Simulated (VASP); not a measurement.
The system is WC.

```
W C
1.0
     1.64035   -2.11804    0.00000
     1.64035    2.11804    0.00000
     0.00000    0.00000    4.30942
W C
1 1
Direct
  0.50000 0.50000 0.50000
  0.00000 0.00000 0.00000
```

| Quantity | Value |
| --- | --- |
| Program | VASP 6.6.1 |
| Task | relaxation of cell and atoms |
| Functional | BLYP |
| Potentials or basis | VASP PAW PBE potentials, release 64 (W_sv, C) |
| Cutoff | 600 eV |
| k mesh | 10 × 10 × 6 |
| Occupations | fermi-dirac, width 0.05 eV |
| Spin | no spin polarisation |

At the start: pressure -24.0 GPa; volume 14.97 Å³/atom.

Q: Where does the relaxation end?

A: Over 18 steps the energy falls by 1834.1 meV/atom and the volume is 12.76 Å³/atom (-14.8 %); space group Cmmm (No. 65, to 0.1 Å) before and after.

The path:
```tsv
step	energy change (eV)	largest force (eV/Å)	pressure (GPa)	volume (Å³)
1	0.0000	0.0000	-24.00	29.94
2	-2.3999	0.0000	37.85	20.80
3	-2.3999	0.0000	37.26	20.83
4	-2.8968	0.0000	65.56	20.16
5	-2.9481	0.0000	56.70	20.32
6	-3.5413	0.0000	-1.74	23.95
7	-3.5414	0.0000	-2.41	24.02
8	-3.5960	0.0000	-0.71	24.22
9	-3.6429	0.0000	3.19	24.51
10	-3.5976	0.0000	14.51	24.98
11	-3.6513	0.0000	5.80	24.65
12	-3.6666	0.0000	-1.94	25.62
13	-3.6670	0.0000	-0.90	25.48
14	-3.6681	0.0000	-0.19	25.51
15	-3.6681	0.0000	-0.01	25.52
16	-3.6681	0.0000	-0.03	25.52
17	-3.6681	0.0000	0.00	25.52
18	-3.6681	0.0000	0.05	25.52
```

Final structure:
```
W C
1.0
     1.47131   -2.84499    0.00000
     1.47131    2.84499    0.00000
     0.00000    0.00000    3.04841
W C
1 1
Direct
  0.50000 0.50000 0.50000
  0.00000 0.00000 0.00000
```

Caveat: a cell axis changed by over 15 % at a fixed basis, so the end point is rough; the PAW data sets were made with another functional, which shifts forces and pressure a little.
